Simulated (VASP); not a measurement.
# Mo3W (P1) in VASP: relaxation of cell and atoms with PBE

Aim: the relaxation of cell and atoms of Mo3W with PBE.

All numbers are computed with VASP 6.6.1; they aren't measurements. Logs are shortened: lines on timing, memory, paths and dates and some standing lists are left out, and cuts for length are marked.

### Step 1. The cell of the first run

The typed cell holds 8 atoms: a = 3.234 Å, b = 4.482 Å, c = 8.902 Å, α = 89.64°, β = 89.74°, γ = 91.91°.

### Step 2. Relaxation of cell and atoms, PBE

File INCAR:

```
ALGO     = Normal         # electronic algorithm
EDIFF    = 1E-7           # SCF threshold, eV
EDIFFG   = -0.025         # ionic threshold
ENCUT    = 500            # plane-wave cutoff, eV
GGA      = PE             # functional
GGA_COMPAT= False        
IBRION   = 2              # ionic algorithm
ISIF     = 3              # what is computed and relaxed
ISMEAR   = 0              # smearing method
KPAR     = 4            
LASPH    = True           # aspherical terms in the spheres
LCHARG   = False          # write CHGCAR
LREAL    = False          # projectors in reciprocal space
LWAVE    = False          # write WAVECAR
NELM     = 120            # most SCF steps
NELMIN   = 4            
NSW      = 80             # ionic steps
PREC     = Accurate       # precision mode
SIGMA    = 0.2            # smearing width, eV
```

File KPOINTS:

```
k-points
0
Gamma
  8 6 4
```

File POSCAR:

```
Mo3W
1.0
   -0.0072499363      0.0535048038     -3.2339353030
   -0.0141011659     -4.4816637330      0.0756584442
   -8.9015599832     -0.0282023318     -0.0205035383
Mo W
6 2
Direct
    0.0002314094      0.4878250707      1.0075301945
    0.0018821445      0.5306333449      0.5026110098
    0.4823104972      1.0195938854      0.5069440903
    0.4969105678     -0.0035369995     -0.0052841402
    0.0255612873      0.9661559175      0.7497670242
   -0.0004811463      1.0165095537      0.2371844886
    0.5060200404      0.4984876520      0.7504846433
    0.4875651997      0.4843315752      0.2507626894
```

Potentials or basis: VASP PAW PBE potentials, release 64 (Mo_sv, W_sv).

Command:

```console
$ cat potpaw_PBE.64/Mo_sv/POTCAR potpaw_PBE.64/W_sv/POTCAR > POTCAR
$ mpirun -np 4 vasp_std > vasp.out
```

OUTCAR:

```text
EDIFF = 1E-7
   EDIFFG = -0.025
   ENCUT = 500
   GGA = PE
   IBRION = 2
   ISIF = 3
   ISMEAR = 0
   LASPH = True
   LREAL = False
   NELM = 120
   NELMIN = 4
   NSW = 80
   PREC = Accurate

 ion  position               nearest neighbor table
   1  0.000  0.488  0.008-   8 2.68   4 2.70   8 2.72   4 2.75   4 2.77   7 2.80   7 2.81   4 2.85
                             6 2.93   5 3.13   6 3.14   5 3.29
   2  0.002  0.531  0.503-   3 2.64   7 2.72   8 2.74   7 2.76   3 2.80   8 2.80   3 2.81   3 2.81
                             5 2.95   6 3.20   6 3.31   5 3.35
   3  0.482  0.020  0.507-   5 2.62   2 2.64   2 2.80   5 2.81   2 2.81   2 2.81   6 2.87   6 2.92
                             7 3.06   8 3.08   7 3.18   8 3.32
   4  0.497  0.996  0.995-   5 2.67   6 2.69   1 2.70   6 2.71   1 2.75   5 2.77   1 2.77   1 2.85
                             7 3.12   7 3.13   8 3.17   8 3.22
   5  0.026  0.966  0.750-   3 2.62   7 2.64   7 2.65   4 2.67   4 2.77   7 2.80   3 2.81   2 2.95
                             7 2.96   1 3.13   1 3.29   2 3.35
   6  1.000  0.017  0.237-   8 2.59   4 2.69   4 2.71   8 2.72   8 2.86   3 2.87   8 2.91   3 2.92
                             1 2.93   1 3.14   2 3.20   2 3.31
   7  0.506  0.498  0.750-   5 2.64   5 2.65   2 2.72   2 2.76   1 2.80   5 2.80   1 2.81   5 2.96
                             3 3.06   4 3.12   4 3.13   3 3.18
   8  0.488  0.484  0.251-   6 2.59   1 2.68   6 2.72   1 2.72   2 2.74   2 2.80   6 2.86   6 2.91
                             3 3.08   4 3.17   4 3.22   3 3.32

  LATTYP: Found a triclinic cell.
 ALAT       =     4.4823244928
 B/A-ratio  =     2.8096463919
 C/A-ratio  =     2.9036069507
 COS(alpha) =     0.0001701336
 COS(beta)  =     0.6847873163
 COS(gamma) =     0.7073981360

  Lattice vectors:

 A1 = (   0.0141011659,   4.4816637330,  -0.0756584442)
 A2 = (  -8.8733576514,   8.9351251342,  -0.1718204267)
 A3 = (   8.9370122513,   8.9380249940,   3.1031219529)

Analysis of symmetry for initial positions (statically):
=====================================================================
 Subroutine PRICEL returns:
 Original cell was already a primitive cell.

 Routine SETGRP: Setting up the symmetry group for a
 triclinic supercell.

 Subroutine GETGRP returns: Found  1 space group operations
 (whereof  1 operations were pure point group operations)
 out of a pool of  2 trial point group operations.

The static configuration has the point symmetry C_1 .

Analysis of symmetry for dynamics (positions and initial velocities):
=====================================================================
 Subroutine PRICEL returns:
 Original cell was already a primitive cell.

 Routine SETGRP: Setting up the symmetry group for a
 triclinic supercell.

 Subroutine GETGRP returns: Found  1 space group operations
 (whereof  1 operations were pure point group operations)
 out of a pool of  2 trial point group operations.

The dynamic configuration has the point symmetry C_1 .

 Subroutine INISYM returns: Found  1 space group operations
 (whereof  1 operations are pure point group operations),
 and found     1 'primitive' translations

----------------------------------------------------------------------------------------

                                     Primitive cell

  volume of cell :     128.9759

  direct lattice vectors                    reciprocal lattice vectors
    -0.007249936  0.053504804 -3.233935303     0.000729002 -0.005223976 -0.309308845
    -0.014101166 -4.481663733  0.075658444     0.000715649 -0.223196040 -0.003694338
    -8.901559983 -0.028202332 -0.020503538    -0.112341587  0.000357825  0.000257771

  length of vectors
     3.234386011  4.482324493  8.901628272     0.309353815  0.223227760  0.112342453

  position of ions in fractional coordinates (direct lattice)
     0.000231409  0.487825071  0.007530194
     0.001882145  0.530633345  0.502611010
     0.482310497  0.019593885  0.506944090
     0.496910568  0.996463001  0.994715860
     0.025561287  0.966155917  0.749767024
[... 28 lines left out ...]
    -0.028085397  0.000089456  0.000064443    -0.000000000 -0.000000000  0.250000000

  Length of vectors
     0.038669227  0.037204627  0.028085613

  Shift w.r.t. Gamma in fractional coordinates (k-lattice)
     0.000000000  0.000000000  0.000000000

 Subroutine IBZKPT returns following result:
 ===========================================

 Found    100 irreducible k-points:

 Following reciprocal coordinates:
            Coordinates               Weight
  0.000000  0.000000  0.000000      1.000000
  0.125000  0.000000  0.000000      2.000000
  0.250000  0.000000  0.000000      2.000000
  0.375000  0.000000 -0.000000      2.000000
  0.500000  0.000000  0.000000      1.000000
  0.000000  0.166667  0.000000      2.000000
[... 16 lines left out ...]
  0.125000  0.500000  0.000000      2.000000
  0.250000  0.500000 -0.000000      2.000000
 [... further k-points ...]
   k-points           NKPTS =    100   k-points in BZ     NKDIM =    100   number of bands    NBANDS=     67
   number of dos      NEDOS =    301   number of ions     NIONS =      8
   total plane-waves  NPLWV =  60480
   dimension x,y,z NGX =    24 NGY =   36 NGZ =   70
   dimension x,y,z NGXF=    48 NGYF=   72 NGZF=  140
   ions per type =               6   2
   NGX,Y,Z   is equivalent  to a cutoff of  12.34, 13.35, 13.07 a.u.
   NGXF,Y,Z  is equivalent  to a cutoff of  24.67, 26.70, 26.15 a.u.
 SYSTEM =  unknown system
   PREC   = accura    normal or accurate (medium, high low for compatibility)
   ISTART =      0    job   : 0-new  1-cont  2-samecut
   ICHARG =      2    charge: 1-file 2-atom 10-const
   ISPIN  =      1    spin polarized calculation?
   LNONCOLLINEAR =      F non collinear calculations
   LSORBIT =      F    spin-orbit coupling
   LASPH  =      T    aspherical Exc in radial PAW
   ENCUT  =  500.0 eV  36.75 Ry    6.06 a.u.   5.90  8.17 16.23*2*pi/ulx,y,z
   NELM   =    120;   NELMIN=  4; NELMDL= -5     # of ELM steps
   EDIFF  = 0.1E-06   stopping-criterion for ELM
   LREAL  =      F    real-space projection
   EDIFFG = -.3E-01   stopping-criterion for IOM
   NSW    =     80    number of steps for IOM
   IBRION =      2    ionic relax: 0-MD 1-quasi-New 2-CG
   NFREE  =      1    steps in history (QN), initial steepest desc. (CG)
   ISIF   =      3    stress and relaxation
   ISYM   =      2    0-nonsym 1-usesym 2-fastsym
   POTIM  = 0.5000    time-step for ionic-motion
   TEBEG  =    0.0;   TEEND  =   0.0 temperature during run
   PSTRESS=    0.0 pullay stress
   NELECT =     112.0000    total number of electrons
   NUPDOWN=      -1.0000    fix difference up-down
   EMIN   =  10.00;   EMAX   =-10.00  energy-range for DOS
   EFERMI =   0.00;   METHOD = LEGACY
   ISMEAR =     0;   SIGMA  =   0.20  broadening in eV -4-tet -1-fermi 0-gaus
   EFERMI_NEDOS =   21; number of points for ismear=-14 and -15
   IALGO  =     38    algorithm
   IMIX   =      4    mixing-type and parameters
     AMIX     =   0.40;   BMIX     =  1.00
     AMIX_MAG =   1.60;   BMIX_MAG =  1.00
  volume/ion in A,a.u.               =      16.12       108.80
  Fermi-wavevector in a.u.,A,eV,Ry     =   1.561869  2.951504 33.190524  2.439435
  Thomas-Fermi vector in A             =   2.664871
   LORBIT       =      0    0 simple, 1 ext, 2 COOP (PROOUT), +10 PAW based schemes
   GGA     = PE    functional components
   LHFCALC =     F    Hartree Fock is set to
   AEXX    =    0.0000 exact exchange contribution
   IVDW    =     0    specifies the selected vdW correction
   LEPSILON=     F    determine dielectric tensor
   LRPA    =     F    only Hartree local field effects (RPA)
 conjugate gradient relaxation of ions
 non-spin polarized calculation
 Gauss-broadening in eV      SIGMA  =   0.20
  energy-cutoff  :      500.00
  volume of cell :      128.98
 maximum number of plane-waves:      3296
   NGX = 11   NGY = 17   NGZ = 33

--------------------------------------- Ionic step        1  -------------------------------------------

 number of electron     112.0000003 magnetization

 Free energy of the ion-electron system (eV)
  ---------------------------------------------------
  ext. energy  EPLUGINS =         0.00000000
  ---------------------------------------------------
  free energy    TOTEN  =       -90.80341422 eV

  energy without entropy =      -90.70225201  energy(sigma->0) =      -90.75283312

------------------------ aborting loop because EDIFF is reached ----------------------------------------

  FORCE on cell =-STRESS in cart. coord.  units (eV):
  Direction    XX          YY          ZZ          XY          YZ          ZX
  --------------------------------------------------------------------------------------
  -------------------------------------------------------------------------------------
  Total        2.1821596      0.5245662     -4.5966617     -0.6070651      2.7132825     -0.2435550
  in kB       27.1074312      6.5163167    -57.1010904     -7.5411422     33.7051970     -3.0255123
  external PRESSURE =      -7.8257809 kB  Pullay stress =       0.0000000 kB
[... 107 lines left out ...]
  FREE ENERGIE OF THE ION-ELECTRON SYSTEM (eV)
  ---------------------------------------------------
  free  energy   TOTEN  =       -91.4762232014 eV

  energy  without entropy=      -91.3808003028  energy(sigma->0) =      -91.42851175

[... ionic steps 4 to 10 ...]

--------------------------------------- Ionic step       11  -------------------------------------------

 number of electron     112.0000004 magnetization

------------------------ aborting loop because EDIFF is reached ----------------------------------------
[... 79 lines left out ...]
--------------------------------------- Ionic step       13  -------------------------------------------

 number of electron     112.0000004 magnetization

 Free energy of the ion-electron system (eV)
  ---------------------------------------------------
  ext. energy  EPLUGINS =         0.00000000
  ---------------------------------------------------
  free energy    TOTEN  =       -91.58805976 eV

  energy without entropy =      -91.49739095  energy(sigma->0) =      -91.54272535

 E-fermi :  12.0587     XC(G=0): -13.3751

 val. band max:       12.0575911894   @ k =   0.1250   0.3333   0.2500
 cond. band min:      12.0642990354   @ k =  -0.0000   0.5000   0.5000
 fundamental gap:      0.0067078460
 Fermi energy:        12.0587094270

 k-point     1 :       0.0000    0.0000    0.0000
  band No.  band energies     occupation
      1     -62.0502      2.00000
      2     -62.0500      2.00000
      3     -49.1458      2.00000
      4     -49.1003      2.00000
      5     -48.9327      2.00000
      6     -48.9132      2.00000
[... 1669 lines left out ...]
     66      14.4416      0.00000
     67      14.5220      0.00000

 [... further k-points ...]

------------------------ aborting loop because EDIFF is reached ----------------------------------------

  FORCE on cell =-STRESS in cart. coord.  units (eV):
  Direction    XX          YY          ZZ          XY          YZ          ZX
  --------------------------------------------------------------------------------------
  -------------------------------------------------------------------------------------
  Total        0.0279154      0.0515561     -0.0246936     -0.0378054     -0.0096258      0.0002918
  in kB        0.3513454      0.6488888     -0.3107957     -0.4758212     -0.1211514      0.0036731
  external PRESSURE =       0.2298128 kB  Pullay stress =       0.0000000 kB
[... 23 lines left out ...]
  FREE ENERGIE OF THE ION-ELECTRON SYSTEM (eV)
  ---------------------------------------------------
  free  energy   TOTEN  =       -91.5880597554 eV

  energy  without entropy=      -91.4973909453  energy(sigma->0) =      -91.54272535

 reached required accuracy - stopping structural energy minimisation
```

It took 24 min on 4 MPI ranks of AMD EPYC 9R45 (Zen 5), shared host; peak memory 0.65 GiB.

Results:

- Free energy: -91.5881 eV
- Relaxed volume: 15.91 Å³/atom
- Relaxed cell: a = 3.174 Å, b = 4.479 Å, c = 8.953 Å, α = 89.98°, β = 90.00°, γ = 89.99°
- Space group after relaxing (to 0.1 Å): P4/mmm (No. 123)
- Energy gained by relaxing: 98.1 meV/atom
- Ionic steps: 13
- Pressure after relaxing: 0.0 GPa
- Largest force after relaxing: 0.019 eV/Å
- Band gap on the k mesh: zero (bands 56 and 57 overlap by 1.96 eV)

Forces on the atoms (eV/Å):
```
Mo   0.009 -0.003  0.013
Mo   0.001  0.000 -0.001
Mo   0.014  0.006  0.004
Mo  -0.013 -0.001  0.007
Mo   0.001  0.009  0.000
Mo  -0.011 -0.005 -0.011
W   -0.008 -0.011  0.005
W    0.007  0.005 -0.017
```

The path:
```tsv
step	energy change (eV)	largest force (eV/Å)	pressure (GPa)	volume (Å³)
1	0.0000	2.4670	-0.78	128.98
2	-0.6727	0.7123	0.08	127.42
3	-0.6728	0.7179	0.05	127.43
4	-0.7525	0.3793	-0.02	127.35
5	-0.7548	0.3715	0.01	127.33
6	-0.7767	0.1792	-0.03	127.33
7	-0.7775	0.1807	-0.03	127.33
8	-0.7829	0.0940	0.08	127.27
9	-0.7836	0.0819	0.14	127.24
10	-0.7842	0.0237	-0.50	127.54
11	-0.7844	0.0407	-0.30	127.45
12	-0.7838	0.0480	0.61	127.02
13	-0.7846	0.0188	0.02	127.30
```

Final structure:
```
Mo W
1.0
    -0.00009    0.00012   -3.17435
    -0.00068   -4.47916   -0.00078
    -8.95301   -0.00144    0.00029
Mo W
6 2
Direct
  0.00049 0.49991 0.00005
  0.99986 0.50006 0.50001
  0.50005 0.00013 0.50010
  0.50036 0.99993 0.99989
  0.00025 0.00007 0.75001
  0.99937 0.99996 0.24993
  0.50038 0.49987 0.74996
  0.49924 0.50007 0.25005
```

Levels at points of the mesh, in eV from the Fermi level:
| k point | band 53 | band 54 | band 55 | band 56 | band 57 | band 58 | band 59 | band 60 |
| --- | --- | --- | --- | --- | --- | --- | --- | --- |
| (0.00, 0.00, 0.00) | -0.82 | -0.66 | 0.25 | 0.36 | 1.00 | 1.12 | 1.35 | 1.36 |
| (0.50, 0.00, 0.00) | -1.80 | -1.70 | -0.63 | -0.62 | -0.48 | -0.48 | 0.87 | 1.13 |
| (0.00, 0.50, 0.00) | -0.66 | -0.64 | -0.64 | -0.63 | -0.61 | -0.53 | -0.53 | -0.34 |
| (0.50, 0.50, 0.00) | 1.16 | 1.24 | 1.28 | 1.34 | 1.35 | 1.54 | 1.55 | 1.56 |
| (0.00, 0.00, 0.50) | -0.66 | -0.66 | -0.24 | -0.24 | 0.80 | 0.80 | 1.33 | 1.33 |
| (0.50, 0.00, 0.50) | -1.48 | -1.48 | -1.48 | -1.47 | 0.10 | 0.10 | 0.20 | 0.20 |
| (0.00, 0.50, 0.50) | -0.67 | -0.67 | -0.51 | -0.51 | -0.12 | -0.11 | 0.01 | 0.01 |
| (0.50, 0.50, 0.50) | -0.33 | -0.33 | -0.26 | -0.26 | 1.49 | 1.49 | 1.54 | 1.54 |

Caveat: spin-orbit coupling is left out, which moves the levels of the heavy elements.
